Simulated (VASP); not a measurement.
Wanted: the native input for a VASP 6.6.1 run.

| Quantity | Value |
| --- | --- |
| Task | single point |
| Functional | PBEsol |
| Potentials or basis | VASP PAW PBE potentials, release 64 (Cd, S) |
| Cutoff | 520 eV |
| k mesh | 6 × 6 × 4 |
| Occupations | gaussian, width 0.01 eV |
| Spin | no spin polarisation |
| Dipole correction | no |
| Further INCAR settings | ALGO = Normal; EDIFF = 1e-07; NBANDS = 26 |

The structure of CdS lies in POSCAR:

```
CdS
1.0
    4.0827891284      0.0000000000      0.0000000000
   -2.0413945642      3.5357991035      0.0000000000
    0.0000000000      0.0000000000      6.6415416228
Cd S
2 2
Direct
    0.3333333333      0.6666666667     -0.0007674498
    0.6666666667      0.3333333333      0.4992325502
    0.3333333333      0.6666666667      0.3757674498
    0.6666666667      0.3333333333      0.8757674498
```

One way to write it, as run:

INCAR

```
PREC     = Accurate       # precision mode
ENCUT    = 520            # plane-wave cutoff, eV
EDIFF    = 1E-7           # SCF threshold, eV
ISMEAR   = 0              # smearing method
SIGMA    = 0.01           # smearing width, eV
LREAL    = False          # projectors in reciprocal space
LASPH    = True           # aspherical terms in the spheres
NELM     = 60             # most SCF steps
ALGO     = Normal         # electronic algorithm
ISIF     = 2              # what is computed and relaxed
LWAVE    = False          # write WAVECAR
LCHARG   = False          # write CHGCAR
GGA      = PS             # functional
NBANDS   = 26             # bands
```

KPOINTS

```
regular mesh
0
Gamma
  6 6 4
```

Potentials or basis: VASP PAW PBE potentials, release 64 (Cd, S).

Command:

```bash
$ cat potpaw_PBE.64/Cd/POTCAR potpaw_PBE.64/S/POTCAR > POTCAR
$ mpirun -np 1 vasp_std > vasp.out
```

Results of the run:

```
Pressure               : 2.5 GPa
Band gap on the k mesh : 1.16 eV
```

Caveat: the PAW data sets were made with another functional, which shifts forces and pressure a little.

It took 90 s on 1 thread of Intel Xeon 8259CL, on a shared host, peak memory 0.21 GiB.
